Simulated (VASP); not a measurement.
# CdSe (P6_3mc) in VASP: notebook, part 2 of 2

VASP 6.6.1. Earlier steps stand in the parts before.

### Step 3. Single point, PBEsol (in-plane strain -0.005)

INCAR

```
SYSTEM = CdSe
ALGO = Normal ; EDIFF = 1E-6
ENCUT = 500 ; GGA = PS
GGA_COMPAT = .False. ; ISIF = 2
ISMEAR = 0 ; LASPH = .True.
LCHARG = .False. ; LREAL = .False.
LWAVE = .False. ; NBANDS = 26
NELM = 120 ; PREC = Accurate
SIGMA = 0.01
```

KPOINTS

```
k-points
0
Gamma
  6 6 4
  0 0 0
```

POSCAR

```
CdSe
1.0
    4.2795961547      0.0000000000      0.0000000000
   -2.1397980773      3.7062389879      0.0000000000
    0.0000000000      0.0000000000      7.0433077020
Cd Se
2 2
Direct
    0.3333333333      0.6666666667      0.0046992087
    0.6666666667      0.3333333333      0.5046992087
    0.3333333333      0.6666666667      0.3803007913
    0.6666666667      0.3333333333      0.8803007913
```

Potentials or basis: VASP PAW PBE potentials, release 64 (Cd, Se).

Launch:

```
$ cat potpaw_PBE.64/Cd/POTCAR potpaw_PBE.64/Se/POTCAR > POTCAR
$ mpirun -np 1 vasp_std > vasp.out
```

Wall time 86 s (1 thread of AMD EPYC 7R13, shared host); peak memory 0.21 GiB.

Results (log left out):

```
Free energy            : -12.3423 eV
Pressure               : 0.7 GPa
Largest force          : 0.062 eV/Å
Band gap on the k mesh : 0.54 eV
```

Forces on the atoms (eV/Å):
```
Cd   0.000  0.000  0.062
Cd   0.000  0.000  0.062
Se   0.000  0.000 -0.062
Se   0.000  0.000 -0.062
```

Stress tensor (GPa, compression positive):
```
1.00 0.00 0.00
0.00 1.00 0.00
0.00 0.00 0.21
```

Levels at points of the mesh, in eV from the valence-band top:
```tsv
k point	band 14	band 15	band 16	band 17	band 18	band 19	band 20	band 21	band 22	band 23
(0.00, 0.00, 0.00)	-0.77	-0.77	-0.08	0.00	0.00	0.54	2.14	5.80	5.80	5.97
(0.50, 0.00, 0.00)	-3.75	-2.74	-1.90	-1.39	-0.79	3.12	3.24	4.62	6.02	6.38
(0.00, 0.00, 0.50)	-2.75	-0.40	-0.40	-0.40	-0.40	2.29	2.29	5.72	5.72	6.20
(0.50, 0.00, 0.50)	-4.32	-1.43	-1.43	-1.39	-1.39	2.80	2.80	4.73	4.73	7.61
```

Caveat: the cell differs from its parent crystal (in-plane strain -0.005); the PAW data sets were made with another functional, which shifts forces and pressure a little.

### Step 4. Single point, PBEsol (in-plane strain +0.005, then relaxed in part)

INCAR

```
SYSTEM = CdSe
PREC = Accurate
ENCUT = 500
EDIFF = 1E-6
ISMEAR = 0
SIGMA = 0.01
LREAL = .FALSE.
LASPH = .TRUE.
NELM = 120
ALGO = Normal
ISIF = 2
LWAVE = .FALSE.
LCHARG = .FALSE.
GGA = PS
NBANDS = 26
GGA_COMPAT = .FALSE.
```

KPOINTS

```
Automatic mesh
0
G
  6 6 4
  0 0 0
```

POSCAR

```
CdSe
1.0
    4.3226071713      0.0000000000      0.0000000000
   -2.1613035857      3.7434876209      0.0000000000
    0.0000000000      0.0000000000      6.9895873256
Cd Se
2 2
Direct
    0.3333333333      0.6666666667      0.0036448014
    0.6666666667      0.3333333333      0.5036448014
    0.3333333333      0.6666666667      0.3813551986
    0.6666666667      0.3333333333      0.8813551986
```

Launch:

```
$ cat potpaw_PBE.64/Cd/POTCAR potpaw_PBE.64/Se/POTCAR > POTCAR
$ mpirun -np 1 vasp_std > vasp.out
```

It took 84 s on 1 thread of AMD EPYC 7R13, shared host; peak memory 0.21 GiB.

Results (log left out):

```
Free energy            : -12.3466 eV
Pressure               : 0.1 GPa
Band gap on the k mesh : 0.54 eV
```

Stress tensor (GPa, compression positive):
```
-0.05  0.00  0.00
 0.00 -0.05  0.00
 0.00  0.00  0.33
```

Levels at points of the mesh, in eV from the valence-band top:
```tsv
k point	band 16	band 17	band 18	band 19	band 20	band 21
(0.00, 0.00, 0.00)	-0.01	0.00	0.00	0.54	2.04	5.75
(0.50, 0.00, 0.00)	-1.88	-1.33	-0.76	3.14	3.20	4.71
(0.00, 0.00, 0.50)	-0.41	-0.41	-0.41	2.26	2.26	5.77
(0.50, 0.00, 0.50)	-1.36	-1.33	-1.33	2.85	2.85	4.76
```

Caveat: the cell differs from its parent crystal (in-plane strain +0.005, then relaxed in part); the PAW data sets were made with another functional, which shifts forces and pressure a little.

### Step 5. Single point, PBEsol (in-plane strain +0.005)

INCAR

```
PREC = Accurate
ENCUT = 500
EDIFF = 1E-6
ISMEAR = 0
SIGMA = 0.01
LREAL = F
LASPH = T
NELM = 120
ALGO = Normal
ISIF = 2
LWAVE = F
LCHARG = F
GGA = PS
NBANDS = 26
GGA_COMPAT = F
```

KPOINTS

```
regular mesh
0
Gamma
  6 6 4
```

POSCAR

```
CdSe
1.0
    4.3226071713      0.0000000000      0.0000000000
   -2.1613035856      3.7434876209      0.0000000000
    0.0000000000      0.0000000000      7.0011742562
Cd Se
2 2
Direct
    0.3333333333      0.6666666667      0.0046992087
    0.6666666667      0.3333333333      0.5046992087
    0.3333333333      0.6666666667      0.3803007913
    0.6666666667      0.3333333333      0.8803007913
```

Potentials or basis: VASP PAW PBE potentials, release 64 (Cd, Se).

Launch:

```
$ cat potpaw_PBE.64/Cd/POTCAR potpaw_PBE.64/Se/POTCAR > POTCAR
$ mpirun -np 1 vasp_std > vasp.out
```

OUTCAR:

```text
PREC = Accurate
   ENCUT = 500
   EDIFF = 1E-6
   ISMEAR = 0
   LREAL = F
   LASPH = T
   NELM = 120
   ISIF = 2
   GGA = PS

 ion  position               nearest neighbor table
   1  0.333  0.667  0.005-   3 2.63   4 2.64   4 2.64   4 2.64
   2  0.667  0.333  0.505-   4 2.63   3 2.64   3 2.64   3 2.64
   3  0.333  0.667  0.380-   1 2.63   2 2.64   2 2.64   2 2.64
   4  0.667  0.333  0.880-   2 2.63   1 2.64   1 2.64   1 2.64

  LATTYP: Found a hexagonal cell.
 ALAT       =     4.3226071713
 C/A-ratio  =     1.6196647021

  Lattice vectors:

 A1 = (   4.3226071713,   0.0000000000,   0.0000000000)
 A2 = (  -2.1613035856,   3.7434876209,   0.0000000000)
 A3 = (   0.0000000000,   0.0000000000,   7.0011742562)

Analysis of symmetry for initial positions (statically):
=====================================================================
 Subroutine PRICEL returns:
 Original cell was already a primitive cell.

 Routine SETGRP: Setting up the symmetry group for a
 hexagonal supercell.

[... 165 lines left out ...]
  free energy    TOTEN  =       -12.34622610 eV

  energy without entropy =      -12.34622610  energy(sigma->0) =      -12.34622610

 E-fermi :   0.8589     XC(G=0):  -9.0586

 val. band max:        0.7581718810   @ k =   0.0000   0.0000   0.0000
 cond. band min:       1.2905505667   @ k =   0.0000   0.0000   0.0000
 fundamental gap:      0.5323786857
 Fermi energy:         0.8588865940

 k-point     1 :       0.0000    0.0000    0.0000
  band No.  band energies     occupation
      1     -11.8279      2.00000
      2     -11.4418      2.00000
      3      -7.1267      2.00000
      4      -7.1106      2.00000
      5      -7.1106      2.00000
      6      -7.0410      2.00000
[... 598 lines left out ...]
     25       9.4723      0.00000
     26       9.4858      0.00000

------------------------ aborting loop because EDIFF is reached ----------------------------------------

  FORCE on cell =-STRESS in cart. coord.  units (eV):
  Direction    XX          YY          ZZ          XY          YZ          ZX
  --------------------------------------------------------------------------------------
  -------------------------------------------------------------------------------------
  Total       -0.1668854     -0.1668854      0.3218818     -0.0000000      0.0000000      0.0000000
  in kB       -2.3601302     -2.3601302      4.5521229     -0.0000000      0.0000000      0.0000000
  external PRESSURE =      -0.0560459 kB  Pullay stress =       0.0000000 kB

 VOLUME and BASIS-vectors are now :
 -----------------------------------------------------------------------------
  energy-cutoff  :      500.00
  volume of cell :      113.29
      direct lattice vectors                 reciprocal lattice vectors
     4.322607171  0.000000000  0.000000000     0.231341864  0.133565287  0.000000000
    -2.161303586  3.743487621  0.000000000     0.000000000  0.267130575  0.000000000
     0.000000000  0.000000000  7.001174256     0.000000000  0.000000000  0.142833182

 POSITION                                       TOTAL-FORCE (eV/Angst)
 -----------------------------------------------------------------------------------
     -0.00000      2.49566      0.03290         0.000000      0.000000     -0.057904
      2.16130      1.24783      3.53349        -0.000000     -0.000000     -0.057904
     -0.00000      2.49566      2.66255         0.000000     -0.000000      0.057904
      2.16130      1.24783      6.16314        -0.000000      0.000000      0.057904
 -----------------------------------------------------------------------------------
    total drift:                               -0.000000     -0.000000      0.000075

  FREE ENERGIE OF THE ION-ELECTRON SYSTEM (eV)
  ---------------------------------------------------
  free  energy   TOTEN  =       -12.3462260981 eV

  energy  without entropy=      -12.3462260981  energy(sigma->0) =      -12.34622610
```

OSZICAR:

```text
N       E                     dE             d eps       ncg     rms          rms(c)
DAV:   1     0.232569873230E+03    0.23257E+03   -0.16514E+04  1092   0.120E+03
DAV:   2    -0.916525611276E+00   -0.23349E+03   -0.22675E+03  1200   0.305E+02
DAV:   3    -0.130115951906E+02   -0.12095E+02   -0.12029E+02  1306   0.693E+01
DAV:   4    -0.131084956856E+02   -0.96900E-01   -0.96816E-01  1200   0.578E+00
DAV:   5    -0.131090483478E+02   -0.55266E-03   -0.55265E-03  1274   0.426E-01    0.831E+00
DAV:   6    -0.123870201665E+02    0.72203E+00   -0.13224E+00  1388   0.120E+01    0.666E+00
DAV:   7    -0.123500470419E+02    0.36973E-01   -0.46736E-01  1152   0.355E+00    0.282E+00
DAV:   8    -0.123466654105E+02    0.33816E-02   -0.50387E-02  1146   0.231E+00    0.347E-01
DAV:   9    -0.123461231829E+02    0.54223E-03   -0.69087E-03  1198   0.981E-01    0.101E-01
DAV:  10    -0.123461722330E+02   -0.49050E-04   -0.67285E-04  1154   0.274E-01    0.608E-02
DAV:  11    -0.123462378724E+02   -0.65639E-04   -0.18711E-04  1166   0.910E-02    0.285E-02
DAV:  12    -0.123462244405E+02    0.13432E-04   -0.46915E-05  1168   0.743E-02    0.991E-03
DAV:  13    -0.123462272887E+02   -0.28483E-05   -0.15741E-05  1144   0.180E-02    0.105E-02
DAV:  14    -0.123462260485E+02    0.12402E-05   -0.30826E-06  1100   0.131E-02    0.401E-03
DAV:  15    -0.123462260981E+02   -0.49566E-07   -0.29043E-07   562   0.290E-03
   1 F= -.12346226E+02 E0= -.12346226E+02  d E =-.694366E-48
```

Run time: 91 s. Hardware: 1 thread of AMD EPYC 7R13, shared host; peak memory 0.21 GiB.

Results:

* Free energy: -12.3462 eV
* Pressure: 0.0 GPa
* Largest force: 0.058 eV/Å
* Band gap on the k mesh: 0.53 eV

Forces in eV/Å, atoms in the order of the input:
```
Cd   0.000  0.000 -0.058
Cd   0.000  0.000 -0.058
Se   0.000  0.000  0.058
Se   0.000  0.000  0.058
```

Stress tensor (GPa, compression positive):
```
-0.24  0.00  0.00
 0.00 -0.24  0.00
 0.00  0.00  0.46
```

Caveat: the cell differs from its parent crystal (in-plane strain +0.005); the PAW data sets were made with another functional, which shifts forces and pressure a little.

### Step 6. The runs side by side

| cell | gap on the mesh (eV) | pressure (GPa) | largest force (eV/Å) |
| --- | --- | --- | --- |
| a = 4.280, b = 4.280, c = 7.054 Å, angles 90.0, 90.0, 120.0°, 4 atoms, atomic positions A | 0.53 | 0.6 | - |
| a = 4.280, b = 4.280, c = 7.043 Å, angles 90.0, 90.0, 120.0°, 4 atoms, atomic positions A | 0.54 | 0.7 | 0.06 |
| a = 4.323, b = 4.323, c = 6.990 Å, angles 90.0, 90.0, 120.0°, 4 atoms, atomic positions B | 0.54 | 0.1 | - |
| a = 4.323, b = 4.323, c = 7.001 Å, angles 90.0, 90.0, 120.0°, 4 atoms, atomic positions B | 0.53 | 0.0 | 0.06 |

Alike in all rows: task single point; level PBEsol; potentials or basis VASP PAW PBE potentials, release 64 (Cd, Se); no spin polarisation; k mesh 6 × 6 × 4; cutoff (eV) 500; smearing gaussian 0.01 eV.

Caveats: the PAW data sets were made with another functional, which shifts forces and pressure a little.

Total energies depend on the potentials used, so only differences within one code and one set of settings carry meaning.
